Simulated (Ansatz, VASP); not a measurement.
## NiO: VASP beside Ansatz

```xyz
2
Lattice="0.0000 2.0902 2.0902 2.0902 0.0000 2.0902 2.0902 2.0902 0.0000" Properties=species:S:1:pos:R:3 pbc="T T T"
Ni    0.0000    0.0000    0.0000
O     2.0902    2.0902    2.0902
```

Alike in both runs: task single point; functional PBE; k mesh 12 × 12 × 12; occupations gaussian, width 0.02 eV; collinear spin; Hubbard terms Ni d U = 6.2 eV.

```csv
,VASP,Ansatz
version,VASP 6.6.1,Ansatz 0.2.0
potentials or method,"VASP PAW PBE potentials, release 64 (Ni_sv_GW, O), cutoff 600 eV","scalar-relativistic, plane waves, PAW"
valence electrons in the cell,24,24
```

```tsv
	VASP	Ansatz	Ansatz less VASP
gap on the k mesh at the Fermi level (eV)	2.32	2.24	-0.081
least direct gap on the mesh (eV)	3.45	2.98	-0.474
pressure (GPa)	8.7	12.9	+4.17
net moment per atom (μB)	1.00	1.00	0.000
size of the moment on the site where the two differ most (μB)	1.79	1.72	-0.068
```

Site moments also hang on the region over which each program counts them. The programs project onto different local orbitals, so the same U acts differently, and such runs can settle in different states.
